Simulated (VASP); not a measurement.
# Eu2H4 in VASP: single point with PBE

Aim: the single point of Eu2H4 with PBE.

Everything below comes from runs of VASP 6.6.1. Logs are shortened: lines on timing, memory, paths and dates and some standing lists are left out, and cuts for length are marked.

## (1) The cell of the first run

The cell holds a molecule in a box, 6 atoms: a = 11.810 Å, b = 10.400 Å, c = 16.080 Å, α = 90.00°, β = 90.00°, γ = 90.00°.

## (2) Single point, PBE, collinear spin, ferromagnetic start

INCAR reads:

```
SYSTEM = EuH2
ALGO = Normal
EDIFF = 1E-7
ENCUT = 520
GGA = PE
ISIF = 2
ISMEAR = 0
ISPIN = 2
LASPH = .TRUE.
LCHARG = .FALSE.
LMAXMIX = 6
LORBIT = 11
LREAL = .FALSE.
LWAVE = .FALSE.
MAGMOM = 7 7 0 0 0 0
NBANDS = 32
NELM = 150
PREC = Accurate
SIGMA = 0.01
```

KPOINTS reads:

```
k-points
0
G
  1 1 1
  0 0 0
```

POSCAR reads:

```
EuH2
1.0
   11.8100000000      0.0000000000      0.0000000000
    0.0000000000     10.4000000000      0.0000000000
    0.0000000000      0.0000000000     16.0800000000
Eu H
2 4
Direct
    0.5001075400      0.5673980800      0.6086610700
    0.5001075400      0.4326923100      0.3915105700
    0.6191812000      0.5000451900      0.5000858200
    0.3810330200      0.5000451900      0.5000858200
    0.5001075400      0.4478817300      0.7203215200
    0.5001075400      0.5522086500      0.2798507500
```

Potentials or basis: VASP PAW PBE potentials, release 64 (Eu, H).

Run with:

```sh
$ cat potpaw_PBE.64/Eu/POTCAR potpaw_PBE.64/H/POTCAR > POTCAR
$ mpirun -np 1 vasp_gam > vasp.out
```

OUTCAR:

```text
SYSTEM = EuH2
   EDIFF = 1E-7
   ENCUT = 520
   GGA = PE
   ISIF = 2
   ISMEAR = 0
   ISPIN = 2
   LASPH = .TRUE.
   LORBIT = 11
   LREAL = .FALSE.
   NELM = 150
   PREC = Accurate

 ion  position               nearest neighbor table
   1  0.500  0.567  0.609-   5 2.18
   2  0.500  0.433  0.392-   6 2.18
   3  0.619  0.500  0.500-
   4  0.381  0.500  0.500-
   5  0.500  0.448  0.720-   1 2.18
   6  0.500  0.552  0.280-   2 2.18

  LATTYP: Found a simple orthorhombic cell.
 ALAT       =    10.4000000000
 B/A-ratio  =     1.1355769231
 C/A-ratio  =     1.5461538462

  Lattice vectors:

 A1 = (   0.0000000000, -10.4000000000,   0.0000000000)
 A2 = (  11.8100000000,   0.0000000000,   0.0000000000)
 A3 = (   0.0000000000,   0.0000000000,  16.0800000000)

Analysis of symmetry for initial positions (statically):
=====================================================================
 Subroutine PRICEL returns:
 Original cell was already a primitive cell.

 Routine SETGRP: Setting up the symmetry group for a
 simple orthorhombic supercell.

 Subroutine GETGRP returns: Found  4 space group operations
 (whereof  1 operations were pure point group operations)
 out of a pool of  8 trial point group operations.

The static configuration has the point symmetry C_1 .
 The point group associated with its full space group is C_2h.

Analysis of symmetry for dynamics (positions and initial velocities):
=====================================================================
 Subroutine PRICEL returns:
 Original cell was already a primitive cell.

 Routine SETGRP: Setting up the symmetry group for a
 simple orthorhombic supercell.

 Subroutine GETGRP returns: Found  4 space group operations
 (whereof  1 operations were pure point group operations)
 out of a pool of  8 trial point group operations.

The dynamic configuration has the point symmetry C_1 .
 The point group associated with its full space group is C_2h.

Analysis of structural, dynamic, and magnetic symmetry:
=====================================================================
 Subroutine PRICEL returns:
 Original cell was already a primitive cell.

 Routine SETGRP: Setting up the symmetry group for a
 simple orthorhombic supercell.

 Subroutine GETGRP returns: Found  4 space group operations
 (whereof  1 operations were pure point group operations)
 out of a pool of  8 trial point group operations.

The overall configuration has the point symmetry C_1 .
 The point group associated with its full space group is C_2h.

 Subroutine INISYM returns: Found  4 space group operations
 (whereof  1 operations are pure point group operations),
 and found     1 'primitive' translations

----------------------------------------------------------------------------------------

                                     Primitive cell

  volume of cell :    1975.0099

  direct lattice vectors                    reciprocal lattice vectors
    11.810000000  0.000000000  0.000000000     0.084674005  0.000000000  0.000000000
     0.000000000 10.400000000  0.000000000     0.000000000  0.096153846  0.000000000
     0.000000000  0.000000000 16.080000000     0.000000000  0.000000000  0.062189055

  length of vectors
    11.810000000 10.400000000 16.080000000     0.084674005  0.096153846  0.062189055

  position of ions in fractional coordinates (direct lattice)
     0.500107540  0.567398080  0.608661070
     0.500107540  0.432692310  0.391510570
     0.619181200  0.500045190  0.500085820
     0.381033020  0.500045190  0.500085820
     0.500107540  0.447881730  0.720321520
     0.500107540  0.552208650  0.279850750

  ion indices of the primitive-cell ions
   primitive index   ion index
                 1           1
                 2           2
                 3           3
                 4           4
                 5           5
                 6           6

----------------------------------------------------------------------------------------

 KPOINTS: k-points

Automatic generation of k-mesh.
 Grid dimensions read from file:
 generate k-points for:    1    1    1

 Generating k-lattice:

  Cartesian coordinates                     Fractional coordinates (reciprocal lattice)
     0.084674005  0.000000000  0.000000000     1.000000000  0.000000000  0.000000000
     0.000000000  0.096153846  0.000000000     0.000000000  1.000000000  0.000000000
     0.000000000  0.000000000  0.062189055     0.000000000  0.000000000  1.000000000

  Length of vectors
     0.084674005  0.096153846  0.062189055

  Shift w.r.t. Gamma in fractional coordinates (k-lattice)
     0.000000000  0.000000000  0.000000000

 Subroutine IBZKPT returns following result:
 ===========================================

 Found      1 irreducible k-points:

 Following reciprocal coordinates:
            Coordinates               Weight
  0.000000  0.000000  0.000000      1.000000
   k-points           NKPTS =      1   k-points in BZ     NKDIM =      1   number of bands    NBANDS=     32
   number of dos      NEDOS =    301   number of ions     NIONS =      6
   total plane-waves  NPLWV = 864000
   dimension x,y,z NGX =    90 NGY =   80 NGZ =  120
   dimension x,y,z NGXF=   180 NGYF=  160 NGZF=  240
   ions per type =               2   4
   NGX,Y,Z   is equivalent  to a cutoff of  12.67, 12.79, 12.41 a.u.
   NGXF,Y,Z  is equivalent  to a cutoff of  25.34, 25.58, 24.81 a.u.
 SYSTEM =  EuH2
   PREC   = accura    normal or accurate (medium, high low for compatibility)
   ISTART =      0    job   : 0-new  1-cont  2-samecut
   ICHARG =      2    charge: 1-file 2-atom 10-const
   ISPIN  =      2    spin polarized calculation?
   LNONCOLLINEAR =      F non collinear calculations
   LSORBIT =      F    spin-orbit coupling
   LASPH  =      T    aspherical Exc in radial PAW
   ENCUT  =  520.0 eV  38.22 Ry    6.18 a.u.  21.96 19.34 29.90*2*pi/ulx,y,z
   NELM   =    150;   NELMIN=  2; NELMDL= -5     # of ELM steps
   EDIFF  = 0.1E-06   stopping-criterion for ELM
   LREAL  =      F    real-space projection
   EDIFFG = 0.1E-05   stopping-criterion for IOM
   NSW    =      0    number of steps for IOM
   IBRION =     -1    ionic relax: 0-MD 1-quasi-New 2-CG
   NFREE  =      0    steps in history (QN), initial steepest desc. (CG)
   ISIF   =      2    stress and relaxation
   ISYM   =      2    0-nonsym 1-usesym 2-fastsym
   POTIM  = 0.5000    time-step for ionic-motion
   TEBEG  =    0.0;   TEEND  =   0.0 temperature during run
   PSTRESS=    0.0 pullay stress
   NELECT =      38.0000    total number of electrons
   NUPDOWN=      -1.0000    fix difference up-down
   EMIN   =  10.00;   EMAX   =-10.00  energy-range for DOS
   EFERMI =   0.00;   METHOD = LEGACY
   ISMEAR =     0;   SIGMA  =   0.01  broadening in eV -4-tet -1-fermi 0-gaus
   EFERMI_NEDOS =   21; number of points for ismear=-14 and -15
   IALGO  =     38    algorithm
   IMIX   =      4    mixing-type and parameters
     AMIX     =   0.40;   BMIX     =  1.00
     AMIX_MAG =   1.60;   BMIX_MAG =  1.00
  volume/ion in A,a.u.               =     329.17      2221.34
  Fermi-wavevector in a.u.,A,eV,Ry     =   0.438678  0.828982  2.618288  0.192439
  Thomas-Fermi vector in A             =   1.412300
   LORBIT       =     11    0 simple, 1 ext, 2 COOP (PROOUT), +10 PAW based schemes
   GGA     = PE    functional components
   LHFCALC =     F    Hartree Fock is set to
   AEXX    =    0.0000 exact exchange contribution
   IVDW    =     0    specifies the selected vdW correction
   LEPSILON=     F    determine dielectric tensor
   LRPA    =     F    only Hartree local field effects (RPA)
 spin polarized calculation
 Gauss-broadening in eV      SIGMA  =   0.01
  energy-cutoff  :      520.00
  volume of cell :     1975.01
 maximum number of plane-waves:     26560
 NGX is ok and might be reduce to    90
   NGX = 43   NGY = 39   NGZ = 59

 number of electron      37.9999995 magnetization      13.9999996

 Free energy of the ion-electron system (eV)
  ---------------------------------------------------
  ext. energy  EPLUGINS =         0.00000000
  ---------------------------------------------------
  free energy    TOTEN  =       -34.14770229 eV

  energy without entropy =      -34.14770229  energy(sigma->0) =      -34.14770229

 E-fermi :  -2.6079     XC(G=0):  -1.1381

 val. band max:       -2.7557082678   @ k =   0.0000   0.0000   0.0000
 cond. band min:      -2.0118906951   @ k =   0.0000   0.0000   0.0000
 fundamental gap:      0.7438175727
 Fermi energy:        -2.6079429258

 spin component 1

 k-point     1 :       0.0000    0.0000    0.0000
  band No.  band energies     occupation
      1     -44.4364      1.00000
      2     -44.4273      1.00000
      3     -23.4726      1.00000
      4     -23.4218      1.00000
      5     -23.3907      1.00000
      6     -23.3627      1.00000
[... 23 lines left out ...]
     30      -1.2675      0.00000
     31      -1.1292      0.00000
 Fermi energy:        -2.6079429258

 spin component 2

 k-point     1 :       0.0000    0.0000    0.0000
  band No.  band energies     occupation
      1     -41.2856      1.00000
      2     -41.2737      1.00000
      3     -21.2142      1.00000
      4     -21.1459      1.00000
      5     -21.1212      1.00000
      6     -21.0807      1.00000
[... 23 lines left out ...]
     30       1.3469      0.00000
     31       1.4328      0.00000
 [bands above 31 left out]

------------------------ aborting loop because EDIFF is reached ----------------------------------------

  FORCE on cell =-STRESS in cart. coord.  units (eV):
  Direction    XX          YY          ZZ          XY          YZ          ZX
  --------------------------------------------------------------------------------------
  -------------------------------------------------------------------------------------
  Total       -0.6265436     -0.7812015     -2.9183969      0.0000000     -0.1110268      0.0000000
  in kB       -0.5082678     -0.6337302     -2.3674764      0.0000000     -0.0900677      0.0000000
  external PRESSURE =      -1.1698248 kB  Pullay stress =       0.0000000 kB

 VOLUME and BASIS-vectors are now :
 -----------------------------------------------------------------------------
  energy-cutoff  :      520.00
  volume of cell :     1975.01
      direct lattice vectors                 reciprocal lattice vectors
    11.810000000  0.000000000  0.000000000     0.084674005  0.000000000  0.000000000
     0.000000000 10.400000000  0.000000000     0.000000000  0.096153846  0.000000000
     0.000000000  0.000000000 16.080000000     0.000000000  0.000000000  0.062189055

 POSITION                                       TOTAL-FORCE (eV/Angst)
 -----------------------------------------------------------------------------------
      5.90627      5.90094      9.78727         0.000000     -0.310592     -0.201297
      5.90627      4.50000      6.29549         0.000000      0.310592      0.201297
      7.31253      5.20047      8.04138        -0.190549      0.000000      0.000000
      4.50000      5.20047      8.04138         0.190549      0.000000      0.000000
      5.90627      4.65797     11.58277         0.000000      0.134054     -0.299316
      5.90627      5.74297      4.50000         0.000000     -0.134054      0.299316
 -----------------------------------------------------------------------------------
    total drift:                                0.000524     -0.000286     -0.000300

  FREE ENERGIE OF THE ION-ELECTRON SYSTEM (eV)
  ---------------------------------------------------
  free  energy   TOTEN  =       -34.1477022852 eV

  energy  without entropy=      -34.1477022852  energy(sigma->0) =      -34.14770229

 total charge

# of ion       s       p       d       f       tot
--------------------------------------------------
    1        2.053   5.741   0.231   6.792  14.816
    2        2.053   5.741   0.231   6.792  14.816
    3        0.522   0.002   0.000   0.000   0.524
    4        0.522   0.002   0.000   0.000   0.524
    5        0.503   0.002   0.000   0.000   0.505
    6        0.503   0.002   0.000   0.000   0.505
--------------------------------------------------
tot          6.157  11.488   0.463  13.583  31.690

 magnetization (x)

# of ion       s       p       d       f       tot
--------------------------------------------------
    1       -0.006  -0.118   0.049   6.776   6.700
    2       -0.006  -0.118   0.049   6.776   6.700
    3       -0.014   0.000   0.000   0.000  -0.013
    4       -0.014   0.000   0.000   0.000  -0.013
    5       -0.016   0.000   0.000   0.000  -0.016
    6       -0.016   0.000   0.000   0.000  -0.016
--------------------------------------------------
tot         -0.073  -0.235   0.098  13.551  13.342
```

Run time: 27 min. Hardware: 1 thread of Intel Xeon Platinum 8375C at 2.90GHz (Ice Lake), shared host; peak memory 2.1 GiB.

Results:

```yaml
Free_energy: -34.1477 eV
Largest_force: 0.370 eV/Å
Gap_between_the_frontier_levels: 0.74 eV
Net_moment: 14.00 μB per cell
Site_moments: Eu +6.70; H -0.01, -0.02 (each value once) μB
Valence_electrons_inside_the_program's_atomic_spheres: Eu 14.82; H 0.52, 0.51 (each value once)
```

Forces in eV/Å, atoms in the order of the input:
```
Eu   0.000 -0.311 -0.201
Eu   0.000  0.311  0.201
H   -0.191  0.000  0.000
H    0.191  0.000  0.000
H    0.000  0.134 -0.299
H    0.000 -0.134  0.299
```

Caveat: spin-orbit coupling is left out, which moves the levels of the heavy elements; semilocal functionals describe open f shells poorly, which spoils levels, moments and volumes.
